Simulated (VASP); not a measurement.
Runs of VASP 6.6.1 on Bi2Te3. The structure is that of space group R-3m (No. 166), or close to it. The cells are those of the table. 

```csv
task,cell,gap on the mesh (eV),pressure (GPa),largest force (eV/Å)
single point,"a = 10.489 Å, angles 24.6°, 5 atoms",0.20,-2.4,0.28
single point,"a = 10.470 Å, angles 23.9°, 5 atoms",(c),0.5,0.02
electric field gradients,"a = 10.378 Å, angles 24.4°, 5 atoms",(b),(a),0.01
electric field gradients,"a = 10.575 Å, angles 23.9°, 5 atoms",0.26,-1.1,0.18
single point,"a = 10.458 Å, angles 23.5°, 5 atoms",0.28,2.9,0.24
```

Alike in all rows: level PBEsol; potentials or basis VASP PAW PBE potentials, release 64 (Bi_d, Te); no spin polarisation; k mesh 7 × 7 × 7; cutoff (eV) 520; smearing fermi-dirac 0.08 eV.

Question: Estimate the missing entries.

Answer: (a) 0.0; (b) 0.19; (c) 0.24.

Caveats: the PAW data sets were made with another functional, which shifts forces and pressure a little; spin-orbit coupling is left out, which moves the levels of the heavy elements.

A k mesh can miss the band edges, and the runs leave out spin-orbit coupling on Bi, Te.
